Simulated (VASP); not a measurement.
# AlN (P6_3/mmc) in VASP: a series of runs

The runs below take AlN through single point, with r2SCAN.

Everything below comes from runs of VASP 6.6.1. Logs are shortened: lines on timing, memory, paths and dates and some standing lists are left out, and cuts for length are marked.

## Step 1: The cell of the first run

It takes space group P6_3/mmc (No. 194, hexagonal). Conventional cell: a = 3.325 Å, b = 3.325 Å, c = 4.178 Å, α = 90.00°, β = 90.00°, γ = 120.00°. Within 2.5 Å of Al (site symmetry -6m2) lie 5 N at 1.92 to 2.09 Å. Within 2.5 Å of N (site symmetry -6m2) lie 5 Al at 1.92 to 2.09 Å.

## Step 2: Single point, r2SCAN (volume changed by +3%)

The input, POSCAR:

```
AlN
1.0
    3.3249464403      0.0000000000      0.0000000000
   -1.6624732202      2.8794880835      0.0000000000
    0.0000000000      0.0000000000      4.1779212712
Al N
2 2
Direct
    0.3333333333      0.6666666667      0.2500000000
    0.6666666667      0.3333333333      0.7500000000
    0.6666666667      0.3333333333      0.2500000000
    0.3333333333      0.6666666667      0.7500000000
```

The input, INCAR.step1:

```
SYSTEM = AlN
PREC = Accurate
ENCUT = 520
ISMEAR = 0
SIGMA = 0.01
LREAL = .FALSE.
LASPH = .TRUE.
NELM = 80
NBANDS = 16
GGA = PE
ALGO = Normal
EDIFF = 1E-4
LWAVE = .TRUE.
LCHARG = .FALSE.
```

The input, INCAR.step2:

```
SYSTEM = AlN
PREC = Accurate
ENCUT = 520
EDIFF = 1E-6
ISMEAR = 0
SIGMA = 0.01
LREAL = .FALSE.
LASPH = .TRUE.
NELM = 80
ALGO = Normal
ISIF = 2
LWAVE = .FALSE.
LCHARG = .FALSE.
METAGGA = R2SCAN
LMIXTAU = .TRUE.
NBANDS = 16
ISTART = 1
```

The input, KPOINTS:

```
regular mesh
0
G
  9 9 6
  0 0 0
```

Potentials or basis: VASP PAW PBE potentials, release 64 (Al, N).

The run is started by

```bash
cat potpaw_PBE.64/Al/POTCAR potpaw_PBE.64/N/POTCAR > POTCAR
cp INCAR.step1 INCAR
mpirun -np 1 vasp_std > vasp.out
cp INCAR.step2 INCAR
mpirun -np 1 vasp_std > vasp.out
```

OUTCAR:

```text
SYSTEM = AlN
   PREC = Accurate
   ENCUT = 520
   EDIFF = 1E-6
   ISMEAR = 0
   LREAL = .FALSE.
   LASPH = .TRUE.
   NELM = 80
   ISIF = 2
   METAGGA = R2SCAN
   ISTART = 1

 ion  position               nearest neighbor table
   1  0.333  0.667  0.250-   3 1.92   3 1.92   3 1.92   4 2.09   4 2.09   2 2.84   2 2.84   2 2.84
                             2 2.84   2 2.84   2 2.84
   2  0.667  0.333  0.750-   4 1.92   4 1.92   4 1.92   3 2.09   3 2.09   1 2.84   1 2.84   1 2.84
                             1 2.84   1 2.84   1 2.84
   3  0.667  0.333  0.250-   1 1.92   1 1.92   1 1.92   2 2.09   2 2.09
   4  0.333  0.667  0.750-   2 1.92   2 1.92   2 1.92   1 2.09   1 2.09

  LATTYP: Found a hexagonal cell.
 ALAT       =     3.3249464403
 C/A-ratio  =     1.2565379161

  Lattice vectors:

 A1 = (   3.3249464403,   0.0000000000,   0.0000000000)
 A2 = (  -1.6624732202,   2.8794880835,   0.0000000000)
 A3 = (   0.0000000000,   0.0000000000,   4.1779212712)

Analysis of symmetry for initial positions (statically):
=====================================================================
 Subroutine PRICEL returns:
 Original cell was already a primitive cell.

 Routine SETGRP: Setting up the symmetry group for a
 hexagonal supercell.

 Subroutine GETGRP returns: Found 24 space group operations
 (whereof 12 operations were pure point group operations)
 out of a pool of 24 trial point group operations.

The static configuration has the point symmetry D_3d.
 The point group associated with its full space group is D_6h.

Analysis of symmetry for dynamics (positions and initial velocities):
=====================================================================
 Subroutine PRICEL returns:
 Original cell was already a primitive cell.

 Routine SETGRP: Setting up the symmetry group for a
 hexagonal supercell.

 Subroutine GETGRP returns: Found 24 space group operations
 (whereof 12 operations were pure point group operations)
 out of a pool of 24 trial point group operations.

The dynamic configuration has the point symmetry D_3d.
 The point group associated with its full space group is D_6h.

 Subroutine INISYM returns: Found 24 space group operations
 (whereof 12 operations are pure point group operations),
 and found     1 'primitive' translations

[... 92 lines left out ...]
   ISPIN  =      1    spin polarized calculation?
   LNONCOLLINEAR =      F non collinear calculations
   LSORBIT =      F    spin-orbit coupling
   LASPH  =      T    aspherical Exc in radial PAW
   ENCUT  =  520.0 eV  38.22 Ry    6.18 a.u.   6.18  6.18  7.77*2*pi/ulx,y,z
   NELM   =     80;   NELMIN=  2; NELMDL=  0     # of ELM steps
   EDIFF  = 0.1E-05   stopping-criterion for ELM
   LREAL  =      F    real-space projection
   EDIFFG = 0.1E-04   stopping-criterion for IOM
   NSW    =      0    number of steps for IOM
   IBRION =     -1    ionic relax: 0-MD 1-quasi-New 2-CG
   NFREE  =      0    steps in history (QN), initial steepest desc. (CG)
   ISIF   =      2    stress and relaxation
   ISYM   =      2    0-nonsym 1-usesym 2-fastsym
   POTIM  = 0.5000    time-step for ionic-motion
   TEBEG  =    0.0;   TEEND  =   0.0 temperature during run
   PSTRESS=    0.0 pullay stress
   NELECT =      16.0000    total number of electrons
   NUPDOWN=      -1.0000    fix difference up-down
   EMIN   =  10.00;   EMAX   =-10.00  energy-range for DOS
   EFERMI =   0.00;   METHOD = LEGACY
   ISMEAR =     0;   SIGMA  =   0.01  broadening in eV -4-tet -1-fermi 0-gaus
   EFERMI_NEDOS =   21; number of points for ismear=-14 and -15
   IALGO  =     38    algorithm
   IMIX   =      4    mixing-type and parameters
     AMIX     =   0.40;   BMIX     =  1.00
     AMIX_MAG =   1.60;   BMIX_MAG =  1.00
  volume/ion in A,a.u.               =      10.00        67.48
  Fermi-wavevector in a.u.,A,eV,Ry     =   1.206224  2.279434 19.796167  1.454977
  Thomas-Fermi vector in A             =   2.341898
   LORBIT       =      0    0 simple, 1 ext, 2 COOP (PROOUT), +10 PAW based schemes
   METAGGA = R2SCAN    functional components
   LHFCALC =     F    Hartree Fock is set to
   AEXX    =    0.0000 exact exchange contribution
   IVDW    =     0    specifies the selected vdW correction
   LEPSILON=     F    determine dielectric tensor
   LRPA    =     F    only Hartree local field effects (RPA)
 non-spin polarized calculation
 Gauss-broadening in eV      SIGMA  =   0.01
  energy-cutoff  :      520.00
  volume of cell :       40.00
 maximum number of plane-waves:      1096
 NGX is ok and might be reduce to    28
   NGX = 13   NGY = 13   NGZ = 15

 number of electron      15.9999999 magnetization

 Free energy of the ion-electron system (eV)
  ---------------------------------------------------
  ext. energy  EPLUGINS =         0.00000000
  ---------------------------------------------------
  free energy    TOTEN  =       -37.98504393 eV

  energy without entropy =      -37.98504393  energy(sigma->0) =      -37.98504393

 E-fermi :   7.7724     XC(G=0): -11.6706

 val. band max:        7.6786647423   @ k =   0.0000   0.0000   0.0000
 cond. band min:      11.5091552460   @ k =   0.0000   0.0000   0.0000
 fundamental gap:      3.8304905037
 Fermi energy:         7.7723629856

 k-point     1 :       0.0000    0.0000    0.0000
  band No.  band energies     occupation
      1      -9.9097      2.00000
      2      -6.2885      2.00000
      3       0.6860      2.00000
      4       4.2869      2.00000
      5       4.2869      2.00000
      6       6.0229      2.00000
[... 433 lines left out ...]
      3       1.0708      2.00000
      4       2.0523      2.00000
      5       2.0523      2.00000
      6       4.6596      2.00000
[... 8 lines left out ...]
     15      19.7243      0.00000
     16      21.7572      0.00000

 [... further k-points ...]
[... 5 lines left out ...]
  --------------------------------------------------------------------------------------
  -------------------------------------------------------------------------------------
  Total       -1.7808937     -1.7808937     -1.5914639      0.0000000     -0.0000000      0.0000000
  in kB      -71.3326550    -71.3326550    -63.7451559      0.0000000     -0.0000000      0.0000000
  external PRESSURE =     -68.8034886 kB  Pullay stress =       0.0000000 kB

 VOLUME and BASIS-vectors are now :
 -----------------------------------------------------------------------------
  energy-cutoff  :      520.00
  volume of cell :       40.00
      direct lattice vectors                 reciprocal lattice vectors
     3.324946440  0.000000000  0.000000000     0.300756724  0.173641976  0.000000000
    -1.662473220  2.879488084  0.000000000     0.000000000  0.347283952  0.000000000
     0.000000000  0.000000000  4.177921271     0.000000000  0.000000000  0.239353481

 POSITION                                       TOTAL-FORCE (eV/Angst)
 -----------------------------------------------------------------------------------
     -0.00000      1.91966      1.04448        -0.000000      0.000000      0.000000
      1.66247      0.95983      3.13344         0.000000      0.000000      0.000000
      1.66247      0.95983      1.04448        -0.000000     -0.000000      0.000000
     -0.00000      1.91966      3.13344        -0.000000     -0.000000      0.000000
 -----------------------------------------------------------------------------------
    total drift:                               -0.000000      0.000000     -0.000000

  FREE ENERGIE OF THE ION-ELECTRON SYSTEM (eV)
  ---------------------------------------------------
  free  energy   TOTEN  =       -37.9850439306 eV

  energy  without entropy=      -37.9850439306  energy(sigma->0) =      -37.98504393
```

OUTCAR.step1:

```text
SYSTEM = AlN
   PREC = Accurate
   ENCUT = 520
   ISMEAR = 0
   LREAL = .FALSE.
   LASPH = .TRUE.
   NELM = 80
[... 689 lines left out ...]
      1.66247      0.95983      3.13344        -0.000000      0.000000      0.000000
      1.66247      0.95983      1.04448         0.000000      0.000000      0.000000
     -0.00000      1.91966      3.13344         0.000000     -0.000000      0.000000
 -----------------------------------------------------------------------------------
    total drift:                               -0.000000      0.000000     -0.000000

  FREE ENERGIE OF THE ION-ELECTRON SYSTEM (eV)
  ---------------------------------------------------
  free  energy   TOTEN  =       -29.3175128760 eV

  energy  without entropy=      -29.3175128760  energy(sigma->0) =      -29.31751288
```

Run time: 4.5 min. Hardware: 1 thread of AMD EPYC 7R13, shared host; peak memory 0.15 GiB.

What came out:

| Item | Value |
| --- | --- |
| Free energy | -37.9850 eV |
| Pressure | -6.9 GPa |
| Band gap on the k mesh | 3.83 eV, direct |

Stress tensor (GPa, compression positive):
```
-7.13  0.00  0.00
 0.00 -7.13  0.00
 0.00  0.00 -6.37
```

Caveat: the cell differs from its parent crystal (volume changed by +3%); the PAW data sets were made with another functional, which shifts forces and pressure a little.

## Step 3: Single point, r2SCAN (volume changed by +6%)

The input, POSCAR:

```
AlN
1.0
    3.3569190405      0.0000000000      0.0000000000
   -1.6784595203      2.9071771675      0.0000000000
    0.0000000000      0.0000000000      4.2180960556
Al N
2 2
Direct
    0.3333333333      0.6666666667      0.2500000000
    0.6666666667      0.3333333333      0.7500000000
    0.6666666667      0.3333333333      0.2500000000
    0.3333333333      0.6666666667      0.7500000000
```

The input, INCAR.step1:

```
SYSTEM = AlN
PREC = Accurate
ENCUT = 520
ISMEAR = 0
SIGMA = 0.01
LREAL = .False.
LASPH = .True.
NELM = 60
NBANDS = 16
GGA = PE
ALGO = Normal
EDIFF = 1E-4
LWAVE = .True.
LCHARG = .False.
```

The input, INCAR.step2:

```
SYSTEM = AlN
PREC = Accurate
ENCUT = 520
EDIFF = 1E-7
ISMEAR = 0
SIGMA = 0.01
LREAL = .False.
LASPH = .True.
NELM = 60
ALGO = Normal
ISIF = 2
LWAVE = .False.
LCHARG = .True.
METAGGA = R2SCAN
LMIXTAU = .True.
LELF = .True.
LVHAR = .True.
NBANDS = 16
ISTART = 1
```

The input, KPOINTS:

```
regular mesh
0
Gamma
  9 9 6
  0 0 0
```

Potentials or basis: VASP PAW PBE potentials, release 64 (Al, N).

The run is started by

```bash
cat potpaw_PBE.64/Al/POTCAR potpaw_PBE.64/N/POTCAR > POTCAR
cp INCAR.step1 INCAR
mpirun -np 1 vasp_std > vasp.out
cp INCAR.step2 INCAR
mpirun -np 1 vasp_std > vasp.out
```

OUTCAR:

```text
SYSTEM = AlN
   PREC = Accurate
   ENCUT = 520
   EDIFF = 1E-7
   ISMEAR = 0
   LREAL = .False.
   LASPH = .True.
   NELM = 60
   ISIF = 2
   METAGGA = R2SCAN
   ISTART = 1

 ion  position               nearest neighbor table
   1  0.333  0.667  0.250-   3 1.94   3 1.94   3 1.94   4 2.11   4 2.11   2 2.86   2 2.86   2 2.86
                             2 2.86   2 2.86   2 2.86
   2  0.667  0.333  0.750-   4 1.94   4 1.94   4 1.94   3 2.11   3 2.11   1 2.86   1 2.86   1 2.86
                             1 2.86   1 2.86   1 2.86
   3  0.667  0.333  0.250-   1 1.94   1 1.94   1 1.94   2 2.11   2 2.11
   4  0.333  0.667  0.750-   2 1.94   2 1.94   2 1.94   1 2.11   1 2.11

  LATTYP: Found a hexagonal cell.
 ALAT       =     3.3569190405
 C/A-ratio  =     1.2565379161

  Lattice vectors:

 A1 = (   3.3569190405,   0.0000000000,   0.0000000000)
 A2 = (  -1.6784595203,   2.9071771675,   0.0000000000)
 A3 = (   0.0000000000,   0.0000000000,   4.2180960556)

Analysis of symmetry for initial positions (statically):
[... 176 lines left out ...]
  free energy    TOTEN  =       -37.91568695 eV

  energy without entropy =      -37.91568695  energy(sigma->0) =      -37.91568695

 E-fermi :   7.4889     XC(G=0): -11.5394

 val. band max:        7.3620709148   @ k =   0.0000   0.0000   0.0000
 cond. band min:      10.9683214793   @ k =   0.0000   0.0000   0.0000
 fundamental gap:      3.6062505645
 Fermi energy:         7.4889228630

 k-point     1 :       0.0000    0.0000    0.0000
  band No.  band energies     occupation
      1     -10.0018      2.00000
      2      -6.5204      2.00000
      3       0.5467      2.00000
      4       4.0556      2.00000
      5       4.0556      2.00000
      6       5.7623      2.00000
[... 433 lines left out ...]
      3       0.9288      2.00000
      4       1.8336      2.00000
      5       1.8336      2.00000
      6       4.4214      2.00000
[... 8 lines left out ...]
     15      19.2613      0.00000
     16      21.1147      0.00000

 [... further k-points ...]
[... 5 lines left out ...]
  --------------------------------------------------------------------------------------
  -------------------------------------------------------------------------------------
  Total       -3.3195627     -3.3195627     -2.8694531      0.0000000      0.0000000      0.0000000
  in kB     -129.2000330   -129.2000330   -111.6814096      0.0000000      0.0000000      0.0000000
  external PRESSURE =    -123.3604919 kB  Pullay stress =       0.0000000 kB

 VOLUME and BASIS-vectors are now :
 -----------------------------------------------------------------------------
  energy-cutoff  :      520.00
  volume of cell :       41.17
      direct lattice vectors                 reciprocal lattice vectors
     3.356919040  0.000000000  0.000000000     0.297892201  0.171988142  0.000000000
    -1.678459520  2.907177167  0.000000000     0.000000000  0.343976284  0.000000000
     0.000000000  0.000000000  4.218096056     0.000000000  0.000000000  0.237073786

 POSITION                                       TOTAL-FORCE (eV/Angst)
 -----------------------------------------------------------------------------------
     -0.00000      1.93812      1.05452        -0.000000      0.000000      0.000000
      1.67846      0.96906      3.16357         0.000000     -0.000000      0.000000
      1.67846      0.96906      1.05452         0.000000      0.000000      0.000000
     -0.00000      1.93812      3.16357         0.000000     -0.000000      0.000000
 -----------------------------------------------------------------------------------
    total drift:                               -0.000000      0.000000     -0.000000

  FREE ENERGIE OF THE ION-ELECTRON SYSTEM (eV)
  ---------------------------------------------------
  free  energy   TOTEN  =       -37.9156869526 eV

  energy  without entropy=      -37.9156869526  energy(sigma->0) =      -37.91568695
```

It took 4.4 min on 1 thread of AMD EPYC 7R13, shared host; peak memory 0.15 GiB.

What came out:

```
Free energy            : -37.9157 eV
Pressure               : -12.3 GPa
Band gap on the k mesh : 3.61 eV, direct
```

Stress tensor (GPa, compression positive):
```
-12.92   0.00   0.00
  0.00 -12.92   0.00
  0.00   0.00 -11.17
```

Levels at points of the mesh, in eV from the valence-band top:
```csv
k point,band 5,band 6,band 7,band 8,band 9,band 10,band 11,band 12
"(0.00, 0.00, 0.00)",-3.31,-1.60,-1.60,0.00,3.61,4.91,8.82,8.82
"(0.00, 0.00, 0.50)",-2.49,-2.49,-2.49,-2.49,6.11,6.11,8.99,8.99
```

Caveat: the cell differs from its parent crystal (volume changed by +6%); the PAW data sets were made with another functional, which shifts forces and pressure a little.

## Step 4: Single point, r2SCAN

This run uses another cell than the first one, of 9.71 Å³/atom, 0.971 times its volume.

The input, POSCAR:

```
AlN
1.0
    3.2923468268      0.0000000000      0.0000000000
   -1.6461734134      2.8512559901      0.0000000000
    0.0000000000      0.0000000000      4.1369586208
Al N
2 2
Direct
    0.3333333333      0.6666666667      0.2500000000
    0.6666666667      0.3333333333      0.7500000000
    0.6666666667      0.3333333333      0.2500000000
    0.3333333333      0.6666666667      0.7500000000
```

The input, INCAR.step1:

```
  PREC = Accurate
  ENCUT = 520
  ISMEAR = 0
  SIGMA = 0.01
  LREAL = False
  LASPH = True
  NELM = 80
  NBANDS = 16
  GGA = PE
  ALGO = Normal
  EDIFF = 1E-4
  LWAVE = True
  LCHARG = False
```

The input, INCAR.step2:

```
  PREC = Accurate
  ENCUT = 520
  EDIFF = 1E-7
  ISMEAR = 0
  SIGMA = 0.01
  LREAL = False
  LASPH = True
  NELM = 80
  ALGO = Normal
  ISIF = 2
  LWAVE = False
  LCHARG = False
  METAGGA = R2SCAN
  LMIXTAU = True
  NBANDS = 16
  ISTART = 1
```

The input, KPOINTS:

```
Automatic mesh
0
Gamma
  12 12 6
```

The run is started by

```bash
cat potpaw_PBE.64/Al/POTCAR potpaw_PBE.64/N/POTCAR > POTCAR
cp INCAR.step1 INCAR
mpirun -np 1 vasp_std > vasp.out
cp INCAR.step2 INCAR
mpirun -np 1 vasp_std > vasp.out
```

Wall time 4.9 min (1 thread of AMD EPYC 7R13, shared host); peak memory 0.15 GiB.

The run converged. Its results:

* Free energy: -38.0123 eV
* Pressure: -0.6 GPa
* Band gap on the k mesh: 4.06 eV, direct

Stress tensor (GPa, compression positive):
```
-0.45  0.00  0.00
 0.00 -0.45  0.00
 0.00  0.00 -0.81
```

Levels at points of the mesh, in eV from the valence-band top:
```csv
k point,band 4,band 5,band 6,band 7,band 8,band 9,band 10,band 11,band 12,band 13
"(0.00, 0.00, 0.00)",-3.48,-3.48,-1.71,-1.71,0.00,4.06,5.40,9.16,9.16,12.37
"(0.50, 0.00, 0.00)",-4.97,-4.73,-4.38,-3.02,-1.49,4.62,7.96,8.15,9.92,10.56
"(0.00, 0.00, 0.50)",-3.87,-2.64,-2.64,-2.64,-2.64,6.49,6.49,9.28,9.28,9.28
"(0.50, 0.00, 0.50)",-7.50,-3.41,-3.41,-1.82,-1.82,5.82,5.82,10.42,10.42,12.85
```

Caveat: the PAW data sets were made with another functional, which shifts forces and pressure a little. A k mesh can miss the band edges.

## Step 5: The runs side by side

```tsv
cell	k mesh	gap on the mesh (eV)	pressure (GPa)
a = 3.325, b = 3.325, c = 4.178 Å, angles 90.0, 90.0, 120.0°, 4 atoms	9 × 9 × 6	3.83	-6.9
a = 3.357, b = 3.357, c = 4.218 Å, angles 90.0, 90.0, 120.0°, 4 atoms	9 × 9 × 6	3.61	-12.3
a = 3.292, b = 3.292, c = 4.137 Å, angles 90.0, 90.0, 120.0°, 4 atoms	12 × 12 × 6	4.06	-0.6
```

Alike in all rows: task single point; level r2SCAN; potentials or basis VASP PAW PBE potentials, release 64 (Al, N); no spin polarisation; cutoff (eV) 520; smearing gaussian 0.01 eV.

Caveats: the PAW data sets were made with another functional, which shifts forces and pressure a little.

Total energies depend on the potentials used, so only differences within one code and one set of settings carry meaning.
